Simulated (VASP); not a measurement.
Runs of VASP 6.6.1 on Co. The structure is that of space group Fm-3m (No. 225), or close to it. The cells are those of the table. This isn't the form of Co at room conditions, which is hcp.

| cell | gap on the mesh (eV) | pressure (GPa) | moment (μB) |
| --- | --- | --- | --- |
| a = 2.521, b = 2.521, c = 3.563 Å, 2 atoms | none | (a) | (b) |
| a = 2.489, b = 2.489, c = 3.518 Å, 2 atoms | none | 3.9 | 3.31 |
| a = 2.552, b = 2.552, c = 3.606 Å, 2 atoms | none | (c) | 3.45 |
| a = 2.390, b = 2.390, c = 3.378 Å, 2 atoms | none | 38.3 | 3.11 |
| a = 2.457, b = 2.457, c = 3.473 Å, 2 atoms | none | 12.7 | 3.23 |

Alike in all rows: task single point; level revPBE; potentials or basis VASP PAW PBE potentials, release 64 (Co); spin collinear, ferromagnetic start; k mesh 14 × 14 × 10; cutoff (eV) 520; smearing fermi-dirac 0.05 eV.

Estimate the missing entries.

(a) -3.2; (b) 3.39; (c) -9.1.

Caveats: the PAW data sets were made with another functional, which shifts forces and pressure a little; the cell stands under pressure (at least some runs); the cell stands under tension (at least some runs).

A gap of «none» marks levels without a gap at the run's occupations.
